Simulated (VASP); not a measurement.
A run of VASP 6.6.1 is set up as follows.

Contents of INCAR:

```
SYSTEM = Ag
ALGO = Normal ; EDIFF = 1E-6
ENCUT = 500 ; GGA = PE
GGA_COMPAT = .False. ; ISIF = 2
ISMEAR = -1 ; LASPH = .True.
LCHARG = .False. ; LREAL = .False.
LWAVE = .False. ; NBANDS = 12
NELM = 120 ; PREC = Accurate
SIGMA = 0.05
```

The input KPOINTS:

```
k-points
0
Gamma
  16 16 16
  0 0 0
```

The input POSCAR:

```
Ag
1.0
   -1.3931770164      1.3931770164      1.3931770164
    1.3931770164     -1.3931770164      1.3931770164
    1.3931770164      1.3931770164     -1.3931770164
Ag
1
Direct
    0.0000000000      0.0000000000      0.0000000000
```

Potentials or basis: VASP PAW PBE potentials, release 64 (Ag).

Run with:

```console
$ cat potpaw_PBE.64/Ag/POTCAR > POTCAR
$ mpirun -np 1 vasp_std > vasp.out
```

(1) What does it give for the pressure?

(2) What does it give for the band gap on the k mesh?

## Answers

(1) 187.3 GPa.

(2) zero (an odd number of electrons rules out a gap without spin polarisation).

Caveat: the cell stands under pressure.
